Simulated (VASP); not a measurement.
Wanted: the native input for a VASP 6.6.1 run.

- Task: single point
- Functional: PBEsol
- Potentials or basis: VASP PAW PBE potentials, release 64 (Be)
- Cutoff: 520 eV
- k mesh: 24 × 24 × 24
- Occupations: gaussian, width 0.1 eV
- Spin: no spin polarisation
- Dipole correction: no
- Further INCAR settings: ALGO = Normal; EDIFF = 1e-07; NBANDS = 7

The structure of Be lies in POSCAR:

```
Be
1.0
   -1.2464130335      1.2464130335      1.2464130335
    1.2464130335     -1.2464130335      1.2464130335
    1.2464130335      1.2464130335     -1.2464130335
Be
1
Direct
    0.0000000000      0.0000000000      0.0000000000
```

One way to write it, as run:

INCAR

```
PREC = Accurate
ENCUT = 520
EDIFF = 1E-7
ISMEAR = 0
SIGMA = 0.1
LREAL = False
LASPH = True
NELM = 100
ALGO = Normal
ISIF = 2
LWAVE = False
LCHARG = False
GGA = PS
NBANDS = 7
```

KPOINTS

```
regular mesh
0
Gamma
  24 24 24
```

Potentials or basis: VASP PAW PBE potentials, release 64 (Be).

The run is started by

```sh
$ cat potpaw_PBE.64/Be/POTCAR > POTCAR
$ mpirun -np 1 vasp_std > vasp.out
```

It gave:

The pressure is 0.4 GPa and the band gap on the k mesh is zero (band 1 reaches 12.05 eV, above the bottom of band 2 at 6.66 eV).

Caveat: the PAW data sets were made with another functional, which shifts forces and pressure a little.

Wall time 15 s on 1 thread of AMD EPYC 7R43 64-Core Processor (Zen 3), on a shared host, peak memory 0.09 GiB.
